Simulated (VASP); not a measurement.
# BiTe (R-3m) in VASP: a series of runs, part 2 of 3

VASP 6.6.1.

### 3 Single point, PBEsol

INCAR

```
PREC = Accurate ; ENCUT = 520
EDIFF = 1E-7 ; ISMEAR = -1
SIGMA = 0.05 ; LREAL = F
LASPH = T ; NELM = 100
ALGO = Normal ; ISIF = 2
LWAVE = F ; LCHARG = T
GGA = PS ; LELF = T
LVHAR = T ; NBANDS = 18
```

KPOINTS

```
Automatic mesh
0
Gamma
  7 7 7
```

POSCAR

```
BiTe
1.0
    2.4227077728      1.3987509848      3.3172919545
   -2.4227077728      1.3987509848      3.3172919545
    0.0000000000     -2.7975019696      3.3172919545
Bi Te
1 1
Direct
    0.5000000000      0.5000000000      0.5000000000
    0.0000000000      0.0000000000      0.0000000000
```

Potentials or basis: VASP PAW PBE potentials, release 64 (Bi_d, Te).

The run is started by

```bash
cat potpaw_PBE.64/Bi_d/POTCAR potpaw_PBE.64/Te/POTCAR > POTCAR
mpirun -np 1 vasp_std > vasp.out
```

OUTCAR:

```text
PREC = Accurate
   ENCUT = 520
   EDIFF = 1E-7
   ISMEAR = -1
   LREAL = F
   LASPH = T
   NELM = 100
   ISIF = 2
   GGA = PS

 ion  position               nearest neighbor table
   1  0.500  0.500  0.500-   2 3.25   2 3.25   2 3.25   2 3.25   2 3.25   2 3.25
   2  0.000  0.000  0.000-   1 3.25   1 3.25   1 3.25   1 3.25   1 3.25   1 3.25

  LATTYP: Found a trigonal (rhomboedric) cell.
 ALAT       =     4.3394058558
 COS(alpha) =     0.3765932224

  Lattice vectors:

 A1 = (   2.4227077728,   1.3987509848,   3.3172919545)
 A2 = (  -2.4227077728,   1.3987509848,   3.3172919545)
 A3 = (   0.0000000000,  -2.7975019696,   3.3172919545)

Analysis of symmetry for initial positions (statically):
=====================================================================
 Subroutine PRICEL returns:
 Original cell was already a primitive cell.

 Routine SETGRP: Setting up the symmetry group for a
 trigonal (rhombohedral) supercell.

 Subroutine GETGRP returns: Found 12 space group operations
 (whereof 12 operations were pure point group operations)
 out of a pool of 12 trial point group operations.

The static configuration has the point symmetry D_3d.

Analysis of symmetry for dynamics (positions and initial velocities):
=====================================================================
 Subroutine PRICEL returns:
 Original cell was already a primitive cell.

 Routine SETGRP: Setting up the symmetry group for a
 trigonal (rhombohedral) supercell.

 Subroutine GETGRP returns: Found 12 space group operations
 (whereof 12 operations were pure point group operations)
 out of a pool of 12 trial point group operations.

The dynamic configuration has the point symmetry D_3d.

 Subroutine INISYM returns: Found 12 space group operations
 (whereof 12 operations are pure point group operations),
 and found     1 'primitive' translations

----------------------------------------------------------------------------------------

                                     Primitive cell

  volume of cell :      67.4491

  direct lattice vectors                    reciprocal lattice vectors
     2.422707773  1.398750985  3.317291954     0.206380648  0.119153923  0.100483568
    -2.422707773  1.398750985  3.317291954    -0.206380648  0.119153923  0.100483568
     0.000000000 -2.797501970  3.317291954     0.000000000 -0.238307845  0.100483568

  length of vectors
     4.339405856  4.339405856  4.339405856     0.258626326  0.258626326  0.258626326

  position of ions in fractional coordinates (direct lattice)
     0.500000000  0.500000000  0.500000000
     0.000000000  0.000000000  0.000000000

  ion indices of the primitive-cell ions
   primitive index   ion index
                 1           1
                 2           2

----------------------------------------------------------------------------------------

 KPOINTS: Automatic mesh

Automatic generation of k-mesh.
 Grid dimensions read from file:
 generate k-points for:    7    7    7

 Generating k-lattice:

  Cartesian coordinates                     Fractional coordinates (reciprocal lattice)
     0.029482950  0.017021989  0.014354795     0.142857143  0.000000000  0.000000000
    -0.029482950  0.017021989  0.014354795     0.000000000  0.142857143  0.000000000
     0.000000000 -0.034043978  0.014354795     0.000000000  0.000000000  0.142857143

  Length of vectors
     0.036946618  0.036946618  0.036946618

  Shift w.r.t. Gamma in fractional coordinates (k-lattice)
     0.000000000  0.000000000  0.000000000

 Subroutine IBZKPT returns following result:
 ===========================================

 Found     44 irreducible k-points:

 Following reciprocal coordinates:
            Coordinates               Weight
  0.000000  0.000000  0.000000      1.000000
  0.142857 -0.000000  0.000000      6.000000
  0.285714 -0.000000  0.000000      6.000000
  0.428571 -0.000000  0.000000      6.000000
  0.142857  0.142857  0.000000      6.000000
  0.285714  0.142857  0.000000     12.000000
[... 16 lines left out ...]
  0.285714  0.285714  0.142857      6.000000
  0.428571  0.285714  0.142857     12.000000
 [... further k-points ...]
   k-points           NKPTS =     44   k-points in BZ     NKDIM =     44   number of bands    NBANDS=     18
   number of dos      NEDOS =    301   number of ions     NIONS =      2
   total plane-waves  NPLWV =  32768
   dimension x,y,z NGX =    32 NGY =   32 NGZ =   32
   dimension x,y,z NGXF=    64 NGYF=   64 NGZF=   64
   ions per type =               1   1
   NGX,Y,Z   is equivalent  to a cutoff of  12.26, 12.26, 12.26 a.u.
   NGXF,Y,Z  is equivalent  to a cutoff of  24.52, 24.52, 24.52 a.u.
 SYSTEM =  unknown system
   PREC   = accura    normal or accurate (medium, high low for compatibility)
   ISTART =      0    job   : 0-new  1-cont  2-samecut
   ICHARG =      2    charge: 1-file 2-atom 10-const
   ISPIN  =      1    spin polarized calculation?
   LNONCOLLINEAR =      F non collinear calculations
   LSORBIT =      F    spin-orbit coupling
   LASPH  =      T    aspherical Exc in radial PAW
   ENCUT  =  520.0 eV  38.22 Ry    6.18 a.u.   8.07  8.07  8.07*2*pi/ulx,y,z
   NELM   =    100;   NELMIN=  2; NELMDL= -5     # of ELM steps
   EDIFF  = 0.1E-06   stopping-criterion for ELM
   LREAL  =      F    real-space projection
   EDIFFG = 0.1E-05   stopping-criterion for IOM
   NSW    =      0    number of steps for IOM
   IBRION =     -1    ionic relax: 0-MD 1-quasi-New 2-CG
   NFREE  =      0    steps in history (QN), initial steepest desc. (CG)
   ISIF   =      2    stress and relaxation
   ISYM   =      2    0-nonsym 1-usesym 2-fastsym
   POTIM  = 0.5000    time-step for ionic-motion
   TEBEG  =    0.0;   TEEND  =   0.0 temperature during run
   PSTRESS=    0.0 pullay stress
   NELECT =      21.0000    total number of electrons
   NUPDOWN=      -1.0000    fix difference up-down
   EMIN   =  10.00;   EMAX   =-10.00  energy-range for DOS
   EFERMI =   0.00;   METHOD = LEGACY
   ISMEAR =    -1;   SIGMA  =   0.05  broadening in eV -4-tet -1-fermi 0-gaus
   EFERMI_NEDOS =   21; number of points for ismear=-14 and -15
   IALGO  =     38    algorithm
   IMIX   =      4    mixing-type and parameters
     AMIX     =   0.40;   BMIX     =  1.00
     AMIX_MAG =   1.60;   BMIX_MAG =  1.00
  volume/ion in A,a.u.               =      33.72       227.58
  Fermi-wavevector in a.u.,A,eV,Ry     =   1.109573  2.096789 16.750837  1.231152
  Thomas-Fermi vector in A             =   2.246114
   LORBIT       =      0    0 simple, 1 ext, 2 COOP (PROOUT), +10 PAW based schemes
   GGA     = PS    functional components
   LHFCALC =     F    Hartree Fock is set to
   AEXX    =    0.0000 exact exchange contribution
   IVDW    =     0    specifies the selected vdW correction
   LEPSILON=     F    determine dielectric tensor
   LRPA    =     F    only Hartree local field effects (RPA)
 non-spin polarized calculation
  energy-cutoff  :      520.00
  volume of cell :       67.45
 maximum number of plane-waves:      1827
   NGX = 17   NGY = 17   NGZ = 17

 number of electron      20.9999996 magnetization

 Free energy of the ion-electron system (eV)
  ---------------------------------------------------
  ext. energy  EPLUGINS =         0.00000000
  ---------------------------------------------------
  free energy    TOTEN  =        -7.97456238 eV

  energy without entropy =       -7.96256488  energy(sigma->0) =       -7.96856363

 E-fermi :   6.5116     XC(G=0):  -9.6320

 val. band max:        6.4836113964   @ k =  -0.4286   0.2857   0.2857
 cond. band min:       6.5598032828   @ k =   0.2857   0.2857   0.2857
 fundamental gap:      0.0761918864
 Fermi energy:         6.5115588215

 k-point     1 :       0.0000    0.0000    0.0000
  band No.  band energies     occupation
      1     -16.6350      2.00000
      2     -16.6350      2.00000
      3     -16.6195      2.00000
      4     -16.6195      2.00000
      5     -16.6027      2.00000
      6      -6.9805      2.00000
[... 10 lines left out ...]
     17      13.1413      0.00000
     18      13.4009      0.00000

 k-point     2 :       0.1429   -0.0000    0.0000
  band No.  band energies     occupation
      1     -16.6349      2.00000
      2     -16.6346      2.00000
      3     -16.6205      2.00000
      4     -16.6180      2.00000
      5     -16.6023      2.00000
      6      -6.8067      2.00000
[... 10 lines left out ...]
     17      13.6774      0.00000
     18      14.1747      0.00000
[... 442 lines left out ...]
 k-point    24 :       0.4286    0.2857    0.1429
  band No.  band energies     occupation
      1     -16.6396      2.00000
      2     -16.6349      2.00000
      3     -16.6182      2.00000
      4     -16.6081      2.00000
      5     -16.6013      2.00000
      6      -5.7628      2.00000
[... 10 lines left out ...]
     17      15.5540      0.00000
     18      16.7379      0.00000

 [... further k-points ...]
[... 5 lines left out ...]
  --------------------------------------------------------------------------------------
  -------------------------------------------------------------------------------------
  Total       -1.0079988     -1.0079988     -0.9456034      0.0000000     -0.0000000      0.0000000
  in kB      -23.9438615    -23.9438615    -22.4617303      0.0000000     -0.0000000      0.0000000
  external PRESSURE =     -23.4498178 kB  Pullay stress =       0.0000000 kB

 VOLUME and BASIS-vectors are now :
 -----------------------------------------------------------------------------
  energy-cutoff  :      520.00
  volume of cell :       67.45
      direct lattice vectors                 reciprocal lattice vectors
     2.422707773  1.398750985  3.317291954     0.206380648  0.119153923  0.100483568
    -2.422707773  1.398750985  3.317291954    -0.206380648  0.119153923  0.100483568
     0.000000000 -2.797501970  3.317291954     0.000000000 -0.238307845  0.100483568

 POSITION                                       TOTAL-FORCE (eV/Angst)
 -----------------------------------------------------------------------------------
      0.00000      0.00000      4.97594         0.000000      0.000000      0.000000
      0.00000      0.00000      0.00000        -0.000000     -0.000000     -0.000000
 -----------------------------------------------------------------------------------
    total drift:                               -0.000000      0.000000     -0.000000

  FREE ENERGIE OF THE ION-ELECTRON SYSTEM (eV)
  ---------------------------------------------------
  free  energy   TOTEN  =        -7.9745623770 eV

  energy  without entropy=       -7.9625648811  energy(sigma->0) =       -7.96856363
```

stdout:

```text
POSCAR found type information on POSCAR BiTe
 POSCAR found :  2 types and       2 ions
 scaLAPACK will be used
 -----------------------------------------------------------------------------
|                                                                             |
|                                                                             |
|     You enforced a specific xc type in the INCAR file but a different       |
|     I HOPE YOU KNOW WHAT YOU ARE DOING!                                     |
|                                                                             |
 -----------------------------------------------------------------------------

 LDA part: xc-table for (Slater+PW92), standard interpolation
 POSCAR, INCAR and KPOINTS ok, starting setup
 FFT: planning ... GRIDC
 FFT: planning ... GRID_SOFT
 FFT: planning ... GRID
 WAVECAR not read
 entering main loop
```

Wall time 31 s (1 thread of Intel Xeon Platinum 8488C (Sapphire Rapids), shared host); peak memory 0.2 GiB.

What came out:

| Quantity | Value |
| --- | --- |
| Free energy | -7.9746 eV |
| Pressure | -2.3 GPa |

Caveat: the PAW data sets were made with another functional, which shifts forces and pressure a little; spin-orbit coupling is left out, which moves the levels of the heavy elements.

### 4 Single point, PBEsol (volume scaled by 1.02)

INCAR

```
PREC     = Accurate       # precision mode
ENCUT    = 520            # plane-wave cutoff, eV
EDIFF    = 1E-7           # SCF threshold, eV
ISMEAR   = -1             # smearing method
SIGMA    = 0.05           # smearing width, eV
LREAL    = False          # projectors in reciprocal space
LASPH    = True           # aspherical terms in the spheres
NELM     = 80             # most SCF steps
ALGO     = Normal         # electronic algorithm
ISIF     = 2              # what is computed and relaxed
LWAVE    = False          # write WAVECAR
LCHARG   = True           # write CHGCAR
GGA      = PS             # functional
LELF     = True           # ELF
LVHAR    = True         
NBANDS   = 18             # bands
```

KPOINTS

```
regular mesh
0
Gamma
  7 7 7
```

POSCAR

```
BiTe
1.0
    2.4387526627      1.4080145063      3.3392614156
   -2.4387526627      1.4080145063      3.3392614156
    0.0000000000     -2.8160290126      3.3392614156
Bi Te
1 1
Direct
    0.5000000000      0.5000000000      0.5000000000
    0.0000000000      0.0000000000      0.0000000000
```

Potentials or basis: VASP PAW PBE potentials, release 64 (Bi_d, Te).

The run is started by

```bash
cat potpaw_PBE.64/Bi_d/POTCAR potpaw_PBE.64/Te/POTCAR > POTCAR
mpirun -np 1 vasp_std > vasp.out
```

OUTCAR:

```text
PREC = Accurate
   ENCUT = 520
   EDIFF = 1E-7
   ISMEAR = -1
   LREAL = False
   LASPH = True
   NELM = 80
   ISIF = 2
   GGA = PS

 ion  position               nearest neighbor table
   1  0.500  0.500  0.500-   2 3.27   2 3.27   2 3.27   2 3.27   2 3.27   2 3.27
   2  0.000  0.000  0.000-   1 3.27   1 3.27   1 3.27   1 3.27   1 3.27   1 3.27

  LATTYP: Found a trigonal (rhomboedric) cell.
 ALAT       =     4.3681444804
 COS(alpha) =     0.3765932224

  Lattice vectors:

 A1 = (   2.4387526627,   1.4080145063,   3.3392614156)
 A2 = (  -2.4387526627,   1.4080145063,   3.3392614156)
[... 189 lines left out ...]
      6      -7.0836      2.00000
[... 481 lines left out ...]
      5     -16.8335      2.00000
      6      -5.9029      2.00000
[... 10 lines left out ...]
     17      15.2735      0.00000
     18      16.3928      0.00000

 [... further k-points ...]
[... 5 lines left out ...]
  --------------------------------------------------------------------------------------
  -------------------------------------------------------------------------------------
  Total       -1.4261658     -1.4261658     -1.2457748     -0.0000000     -0.0000000      0.0000000
  in kB      -33.2126884    -33.2126884    -29.0117252     -0.0000000     -0.0000000      0.0000000
  external PRESSURE =     -31.8123673 kB  Pullay stress =       0.0000000 kB

 VOLUME and BASIS-vectors are now :
 -----------------------------------------------------------------------------
  energy-cutoff  :      520.00
  volume of cell :       68.80
      direct lattice vectors                 reciprocal lattice vectors
     2.438752663  1.408014506  3.339261416     0.205022841  0.118369993  0.099822473
    -2.438752663  1.408014506  3.339261416    -0.205022841  0.118369993  0.099822473
     0.000000000 -2.816029013  3.339261416     0.000000000 -0.236739985  0.099822473

 POSITION                                       TOTAL-FORCE (eV/Angst)
 -----------------------------------------------------------------------------------
      0.00000      0.00000      5.00889         0.000000      0.000000     -0.000000
      0.00000      0.00000      0.00000        -0.000000     -0.000000      0.000000
 -----------------------------------------------------------------------------------
    total drift:                               -0.000000      0.000000     -0.000000

  FREE ENERGIE OF THE ION-ELECTRON SYSTEM (eV)
  ---------------------------------------------------
  free  energy   TOTEN  =        -7.9516257867 eV

  energy  without entropy=       -7.9397906834  energy(sigma->0) =       -7.94570824
```

stdout:

```text
POSCAR found type information on POSCAR BiTe
 POSCAR found :  2 types and       2 ions
 scaLAPACK will be used
 -----------------------------------------------------------------------------
|                                                                             |
|                                                                             |
|     You enforced a specific xc type in the INCAR file but a different       |
|     I HOPE YOU KNOW WHAT YOU ARE DOING!                                     |
|                                                                             |
 -----------------------------------------------------------------------------

 LDA part: xc-table for (Slater+PW92), standard interpolation
 POSCAR, INCAR and KPOINTS ok, starting setup
 FFT: planning ... GRIDC
 FFT: planning ... GRID_SOFT
 FFT: planning ... GRID
 WAVECAR not read
 entering main loop
```

Wall time 31 s (1 thread of Intel Xeon Platinum 8488C (Sapphire Rapids), shared host); peak memory 0.2 GiB.

What came out:

```yaml
Free_energy: -7.9516 eV
Pressure: -3.2 GPa
```

Levels at points of the mesh, in eV from the Fermi level:
| k point | band 6 | band 7 | band 8 | band 9 | band 10 | band 11 | band 12 | band 13 | band 14 | band 15 |
| --- | --- | --- | --- | --- | --- | --- | --- | --- | --- | --- |
| (0.00, 0.00, 0.00) | -13.36 | -8.35 | -2.84 | -2.84 | -1.55 | 1.84 | 2.45 | 2.45 | 4.07 | 4.07 |

Caveat: the PAW data sets were made with another functional, which shifts forces and pressure a little; spin-orbit coupling is left out, which moves the levels of the heavy elements.

[end of part 2 of 3]
